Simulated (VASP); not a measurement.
# ZrN (Fm-3m) in VASP: elastic constants with PBE

Aim: the elastic constants of ZrN with PBE.

Program: VASP 6.6.1. These are calculated values, not measurements. Logs are shortened: lines on timing, memory, paths and dates and some standing lists are left out, and cuts for length are marked.

## (1) The cell of the first run

The structure is cubic, space group Fm-3m (No. 225). The conventional cell has a = 4.595 Å, b = 4.595 Å, c = 4.595 Å, α = 90.00°, β = 90.00°, γ = 90.00°. Within 3.0 Å of Zr (site symmetry m-3m) lie 6 N at 2.30 Å. Within 3.0 Å of N (site symmetry m-3m) lie 6 Zr at 2.30 Å.

## (2) Elastic constants, PBE

File INCAR:

```
PREC = Accurate
ENCUT = 600
EDIFF = 1E-8
ISMEAR = -1
SIGMA = 0.05
LREAL = False
LASPH = True
NELM = 120
ALGO = Normal
ISIF = 3
LWAVE = False
LCHARG = False
GGA = PE
IBRION = 6
NFREE = 2
POTIM = 0.015
NSW = 1
GGA_COMPAT = False
```

File KPOINTS:

```
regular mesh
0
Gamma
  16 16 16
```

File POSCAR:

```
ZrN
1.0
    0.0000000000      2.2973909117      2.2973909117
    2.2973909117      0.0000000000      2.2973909117
    2.2973909117      2.2973909117      0.0000000000
Zr N
1 1
Direct
    0.5000000000      0.5000000000      0.5000000000
    0.0000000000      0.0000000000      0.0000000000
```

Potentials or basis: VASP PAW PBE potentials, release 64 (Zr_sv, N).

On the command line:

```sh
$ cat potpaw_PBE.64/Zr_sv/POTCAR potpaw_PBE.64/N/POTCAR > POTCAR
$ mpirun -np 1 vasp_std > vasp.out
```

OUTCAR:

```text
PREC = Accurate
   ENCUT = 600
   EDIFF = 1E-8
   ISMEAR = -1
   LREAL = False
   LASPH = True
   NELM = 120
   ISIF = 3
   GGA = PE
   IBRION = 6
   NFREE = 2
   POTIM = 0.015
   NSW = 1

 ion  position               nearest neighbor table
   1  0.500  0.500  0.500-   2 2.30   2 2.30   2 2.30   2 2.30   2 2.30   2 2.30
   2  0.000  0.000  0.000-   1 2.30   1 2.30   1 2.30   1 2.30   1 2.30   1 2.30

  LATTYP: Found a face centered cubic cell.
 ALAT       =     4.5947818234

  Lattice vectors:

 A1 = (   0.0000000000,   2.2973909117,   2.2973909117)
 A2 = (   2.2973909117,   0.0000000000,   2.2973909117)
 A3 = (   2.2973909117,   2.2973909117,   0.0000000000)

Analysis of symmetry for initial positions (statically):
=====================================================================
 Subroutine PRICEL returns:
 Original cell was already a primitive cell.

 Routine SETGRP: Setting up the symmetry group for a
 face centered cubic supercell.

 Subroutine GETGRP returns: Found 48 space group operations
 (whereof 48 operations were pure point group operations)
 out of a pool of 48 trial point group operations.

The static configuration has the point symmetry O_h .

Analysis of symmetry for dynamics (positions and initial velocities):
=====================================================================
 Subroutine PRICEL returns:
 Original cell was already a primitive cell.

 Routine SETGRP: Setting up the symmetry group for a
 face centered cubic supercell.

 Subroutine GETGRP returns: Found 48 space group operations
 (whereof 48 operations were pure point group operations)
 out of a pool of 48 trial point group operations.

The dynamic configuration has the point symmetry O_h .

 Subroutine INISYM returns: Found 48 space group operations
 (whereof 48 operations are pure point group operations),
 and found     1 'primitive' translations

[... 691 lines left out ...]
      3     -15.3788      2.00000
      4     -15.3529      2.00000
      5      -4.1560      2.00000
      6       8.3449      2.00000
      7       8.5837      2.00000
      8       8.9071      2.00000
      9      11.6257      1.98942
     10      11.6887      1.96318
     11      12.0540      0.06915
     12      13.7847      0.00000

 [... further k-points ...]

------------------------ aborting loop because EDIFF is reached ----------------------------------------

  FORCE on cell =-STRESS in cart. coord.  units (eV):
  Direction    XX          YY          ZZ          XY          YZ          ZX
  --------------------------------------------------------------------------------------
  -------------------------------------------------------------------------------------
  Total        0.0297267      0.0197717      0.0197717      0.0000000      0.0000000     -0.0000000
  in kB        1.9639147      1.3062288      1.3062288      0.0000000      0.0000000     -0.0000000
  external PRESSURE =       1.5254574 kB  Pullay stress =       0.0000000 kB
[... 17 lines left out ...]
  FREE ENERGIE OF THE ION-ELECTRON SYSTEM (eV)
  ---------------------------------------------------
  free  energy   TOTEN  =       -20.3746624790 eV

  energy  without entropy=      -20.3689521389  energy(sigma->0) =      -20.37180731

 INTERNAL STRAIN TENSORS FROM STRAINED CELLS
 ============================================

 INTERNAL STRAIN TENSOR FOR ION    1 for displacements in x,y,z  (eV/Angst):
          X           Y           Z          XY          YZ          ZX
  --------------------------------------------------------------------------------
  x    -0.00000    -0.00000     0.00000    -0.00000    -0.00000     0.00000
  y     0.00000     0.00000    -0.00000    -0.00000    -0.00000     0.00000
  z    -0.00000    -0.00000     0.00000     0.00000     0.00000     0.00000

 INTERNAL STRAIN TENSORS FROM DISPLACED ATOMS
 ============================================

 INTERNAL STRAIN TENSOR FOR ION    1 for displacements in x,y,z  (eV/Angst):
          X           Y           Z          XY          YZ          ZX
  --------------------------------------------------------------------------------
  x     0.00000     0.00000     0.00000     0.00000     0.00000     0.00000
  y     0.00000     0.00000     0.00000     0.00000     0.00000     0.00000
  z     0.00000     0.00000     0.00000     0.00000     0.00000     0.00000

 INTERNAL STRAIN TENSOR FOR ION    2 for displacements in x,y,z  (eV/Angst):
          X           Y           Z          XY          YZ          ZX
  --------------------------------------------------------------------------------
  x     0.00000     0.00000     0.00000     0.00000     0.00000     0.00000
  y     0.00000     0.00000     0.00000     0.00000     0.00000     0.00000
  z     0.00000     0.00000     0.00000     0.00000     0.00000     0.00000

 Eigenvectors and eigenvalues of the dynamical matrix
 ----------------------------------------------------

   1 f  =   14.265597 THz    89.633392 2PiTHz  475.849111 cm-1    58.997744 meV
             X         Y         Z           dx          dy          dz
      2.297391  2.297391  2.297391     0.000000    0.364801    0.000000
      0.000000  0.000000  0.000000     0.000000   -0.931086    0.000000
[... 21 lines left out ...]
   6 f/i=    0.000463 THz     0.002909 2PiTHz    0.015444 cm-1     0.001915 meV
             X         Y         Z           dx          dy          dz
      2.297391  2.297391  2.297391     0.000000    0.000000    0.931086
      0.000000  0.000000  0.000000     0.000000    0.000000    0.364801

--------------------------------------------------------------------------------------------------------

 ELASTIC MODULI CONTR FROM IONIC RELAXATION (kBar)
 Direction    XX          YY          ZZ          XY          YZ          ZX
 --------------------------------------------------------------------------------
 XX           0.0000      0.0000      0.0000      0.0000      0.0000      0.0000
 YY           0.0000      0.0000      0.0000      0.0000      0.0000      0.0000
 ZZ           0.0000      0.0000      0.0000      0.0000      0.0000      0.0000
 XY           0.0000      0.0000      0.0000      0.0000      0.0000      0.0000
 YZ           0.0000      0.0000      0.0000      0.0000      0.0000      0.0000
 ZX           0.0000      0.0000      0.0000      0.0000      0.0000      0.0000
 --------------------------------------------------------------------------------

 TOTAL ELASTIC MODULI (kBar)
 Direction    XX          YY          ZZ          XY          YZ          ZX
 --------------------------------------------------------------------------------
 XX        5318.2074   1093.8280   1093.8280     -0.0000      0.0000      0.0000
 YY        1093.8280   5318.2074   1093.8280      0.0000     -0.0000      0.0000
 ZZ        1093.8280   1093.8280   5318.2074      0.0000     -0.0000      0.0000
 XY          -0.0000      0.0000      0.0000   1186.9315     -0.0000      0.0000
 YZ           0.0000     -0.0000     -0.0000     -0.0000   1186.9315      0.0000
 ZX           0.0000      0.0000      0.0000      0.0000      0.0000   1186.9315
 --------------------------------------------------------------------------------
```

OSZICAR:

```text
N       E                     dE             d eps       ncg     rms          rms(c)
DAV:   1     0.129476619103E+03    0.12948E+03   -0.10075E+04  3480   0.156E+03
DAV:   2    -0.149928155406E+02   -0.14447E+03   -0.13734E+03  4060   0.388E+02
DAV:   3    -0.236730589420E+02   -0.86802E+01   -0.86068E+01  6152   0.908E+01
[... 207 lines left out ...]
DAV:   6    -0.203746624050E+02    0.14787E-05   -0.56017E-06 10544   0.261E-02    0.176E-03
DAV:   7    -0.203746624810E+02   -0.76048E-07   -0.97582E-07 10096   0.860E-03    0.157E-03
DAV:   8    -0.203746624935E+02   -0.12505E-07   -0.28331E-08  9152   0.194E-03    0.780E-04
DAV:   9    -0.203746624830E+02    0.10570E-07   -0.12585E-08  5280   0.111E-03    0.220E-04
DAV:  10    -0.203746624790E+02    0.39201E-08   -0.41080E-09  4680   0.536E-04
  17 F= -.20374662E+02 E0= -.20371807E+02  d E =-.571034E-02
```

stdout:

```text
POSCAR found type information on POSCAR ZrN
 POSCAR found :  2 types and       2 ions
 scaLAPACK will be used
 LDA part: xc-table for (Slater+PW92), standard interpolation
 POSCAR, INCAR and KPOINTS ok, starting setup
 FFT: planning ... GRIDC
 FFT: planning ... GRID_SOFT
 FFT: planning ... GRID
 WAVECAR not read
 entering main loop
 Found     2 degrees of freedom:
 Adding 6 more for cell shape distortion
 Finite differences POTIM= 0.01500 DOF=   8
 bond charge predicted
 Finite differences progress:
 bond charge predicted
 Finite differences progress:
 bond charge predicted
 Finite differences progress:
 bond charge predicted
 Finite differences progress:
 bond charge predicted
 Finite differences progress:
 bond charge predicted
 Finite differences progress:
 bond charge predicted
 Finite differences progress:
 bond charge predicted
 Finite differences progress:
 bond charge predicted
 Finite differences progress:
 bond charge predicted
 Finite differences progress:
 bond charge predicted
 Finite differences progress:
 bond charge predicted
 Finite differences progress:
 bond charge predicted
 Finite differences progress:
 bond charge predicted
 Finite differences progress:
 bond charge predicted
 Finite differences progress:
 bond charge predicted
 Finite differences progress:
```

Run time: 46 min. Hardware: 1 thread of Intel Xeon Platinum 8259CL at 2.50GHz (Skylake/Cascade Lake), shared host; peak memory 0.8 GiB.

Results:

| Quantity | Value |
| --- | --- |
| Elastic constants C11, C12, C44 | 532, 109, 119 GPa |
| Voigt bulk modulus | 250 GPa |
| Highest phonon frequency at Γ | 476 cm⁻¹ |

Phonon frequencies in cm⁻¹ (negative: imaginary):
```tsv
q point	frequencies
(0.000, 0.000, 0.000)	0 0 0 476 476 476
```

Elastic tensor in Voigt notation (GPa, in the Cartesian axes of the cell as first typed):
```
532 109 109   0   0   0
109 532 109   0   0   0
109 109 532   0   0   0
  0   0   0 119   0   0
  0   0   0   0 119   0
  0   0   0   0   0 119
```

Clamped-ion elastic tensor (GPa):
```
532 109 109   0   0   0
109 532 109   0   0   0
109 109 532   0   0   0
  0   0   0 119   0   0
  0   0   0   0 119   0
  0   0   0   0   0 119
```
